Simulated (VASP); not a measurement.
Crystal: PtS2.

```xyz
3
Lattice="1.7391 1.0041 5.0959 -1.7391 1.0041 5.0959 0.0000 -2.0082 5.0959" Properties=species:S:1:pos:R:3 pbc="T T T"
Pt    0.0000    0.0000   -0.0401
S     0.0000    0.0000    6.5064
S     0.0000    0.0000    3.7255
```

Base run:

```yaml
Program: VASP 6.6.1
Functional: r2SCAN
Potentials_or_basis: VASP PAW PBE potentials, release 64 (Pt, S)
Cutoff: 520 eV
k_mesh: 8 × 8 × 8
Occupations: fermi-dirac, width 0.02 eV
Spin: no spin polarisation
```

Its results: band gap on the k mesh zero (bands 11 and 12 overlap by 0.60 eV); pressure 1.2 GPa; largest force 0.068 eV/Å.

**Question.** The run is repeated on the same cell with these changes: further incar settings from ALGO = Normal; EDIFF = 1e-06; NBANDS = 18 to ALGO = Normal; EDIFF = 1e-07; NBANDS = 18; dispersion from none to rVV10. What comes out?

**Answer.** Band gap on the k mesh zero (bands 11 and 12 overlap by 0.61 eV); pressure 0.1 GPa; largest force 0.015 eV/Å.

Caveats: the PAW data sets were made with another functional, which shifts forces and pressure a little; spin-orbit coupling is left out, which moves the levels of the heavy elements.
